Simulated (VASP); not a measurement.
Wanted: the native input for a VASP 6.6.1 run.

| Quantity | Value |
| --- | --- |
| Task | single point |
| Functional | PBE |
| Potentials or basis | VASP PAW PBE potentials, release 64 (Sn_d, Se) |
| Cutoff | 500 eV |
| k mesh | 6 × 6 × 6 |
| Occupations | methfessel-paxton, width 0.05 eV |
| Spin | no spin polarisation |
| Dipole correction | no |
| Further INCAR settings | ALGO = Normal; EDIFF = 1e-06; NBANDS = 17 |

The structure of SnSe lies in POSCAR:

```
SnSe
1.0
    0.0000000000      3.0690345955      3.0690345955
    3.0690345955      0.0000000000      3.0690345955
    3.0690345955      3.0690345955      0.0000000000
Sn Se
1 1
Direct
    0.0000000000      0.0000000000      0.0000000000
    0.5000000000      0.5000000000      0.5000000000
```

The input as run:

INCAR

```
PREC = Accurate ; ENCUT = 500
EDIFF = 1E-6 ; ISMEAR = 1
SIGMA = 0.05 ; LREAL = False
LASPH = True ; NELM = 120
ALGO = Normal ; ISIF = 2
LWAVE = False ; LCHARG = False
GGA = PE ; NBANDS = 17
GGA_COMPAT = False
```

KPOINTS

```
regular mesh
0
Gamma
  6 6 6
```

Potentials or basis: VASP PAW PBE potentials, release 64 (Sn_d, Se).

Run with:

```console
$ cat potpaw_PBE.64/Sn_d/POTCAR potpaw_PBE.64/Se/POTCAR > POTCAR
$ mpirun -np 1 vasp_std > vasp.out
```

Results of the run:

```
Pressure               : -2.1 GPa
Band gap on the k mesh : 0.34 eV, direct
```

Caveat: spin-orbit coupling is left out, which moves the levels of the heavy elements.

Wall time 18 s on 1 thread of AMD EPYC 7R43 64-Core Processor (Zen 3), on a shared host, peak memory 0.15 GiB.
